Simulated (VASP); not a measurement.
Write the native input for VASP 6.6.1 that does the following.

* Task: single point
* Functional: r2SCAN
* Potentials or basis: VASP PAW PBE potentials, release 64 (H, Cd, Mg)
* Cutoff: 520 eV
* k mesh: 9 × 9 × 9
* Occupations: fermi-dirac, width 0.1 eV
* Spin: no spin polarisation
* Dipole correction: no
* Further INCAR settings: ALGO = Normal; EDIFF = 1e-06; NBANDS = 21

Crystal: Mg2CdH6.

```
H Cd Mg
1.0
     0.00000    3.36038    3.36038
     3.36038    0.00000    3.36038
     3.36038    3.36038    0.00000
H Cd Mg
6 1 2
Cartesian
  1.6264 3.3604 3.3604
  3.3604 1.6264 3.3604
  5.0943 3.3604 3.3604
  3.3604 5.0943 3.3604
  3.3604 3.3604 1.6264
  3.3604 3.3604 5.0943
  0.0000 0.0000 0.0000
  1.6802 1.6802 1.6802
  5.0406 5.0406 5.0406
```

The input as run:

POSCAR

```
Mg2CdH6
1.0
    0.0000000000      3.3603760000      3.3603760000
    3.3603760000      0.0000000000      3.3603760000
    3.3603760000      3.3603760000      0.0000000000
H Cd Mg
6 1 2
Direct
    0.7580000000      0.2420000000      0.2420000000
    0.2420000000      0.7580000000      0.2420000000
    0.2420000000      0.7580000000      0.7580000000
    0.7580000000      0.2420000000      0.7580000000
    0.2420000000      0.2420000000      0.7580000000
    0.7580000000      0.7580000000      0.2420000000
    0.0000000000      0.0000000000      0.0000000000
    0.2500000000      0.2500000000      0.2500000000
    0.7500000000      0.7500000000      0.7500000000
```

INCAR.step1

```
PREC = Accurate ; ENCUT = 520
ISMEAR = -1 ; SIGMA = 0.1
LREAL = False ; LASPH = True
NELM = 60 ; NBANDS = 21
GGA = PE ; ALGO = Normal
EDIFF = 1E-4 ; LWAVE = True
LCHARG = False
```

INCAR.step2

```
PREC = Accurate ; ENCUT = 520
EDIFF = 1E-6 ; ISMEAR = -1
SIGMA = 0.1 ; LREAL = False
LASPH = True ; NELM = 60
ALGO = Normal ; ISIF = 2
LWAVE = False ; LCHARG = True
METAGGA = R2SCAN ; LMIXTAU = True
LELF = True ; LVHAR = True
NBANDS = 21 ; ISTART = 1
```

KPOINTS

```
regular mesh
0
Gamma
  9 9 9
```

Potentials or basis: VASP PAW PBE potentials, release 64 (H, Cd, Mg).

Run with:

```bash
$ cat potpaw_PBE.64/H/POTCAR potpaw_PBE.64/Cd/POTCAR potpaw_PBE.64/Mg/POTCAR > POTCAR
$ cp INCAR.step1 INCAR
$ mpirun -np 1 vasp_std > vasp.out
$ cp INCAR.step2 INCAR
$ mpirun -np 1 vasp_std > vasp.out
```

Results of the run:

```yaml
Pressure: 26.4 GPa
Largest_force: 3.843 eV/Å
Band_gap_on_the_k_mesh: zero (bands 11 and 12 overlap by 0.09 eV)
```

Caveat: the cell stands under pressure; the PAW data sets were made with another functional, which shifts forces and pressure a little.

Run time: 4.7 min on 1 thread of Intel Xeon 8259CL, with other jobs on the host, peak memory 0.25 GiB.
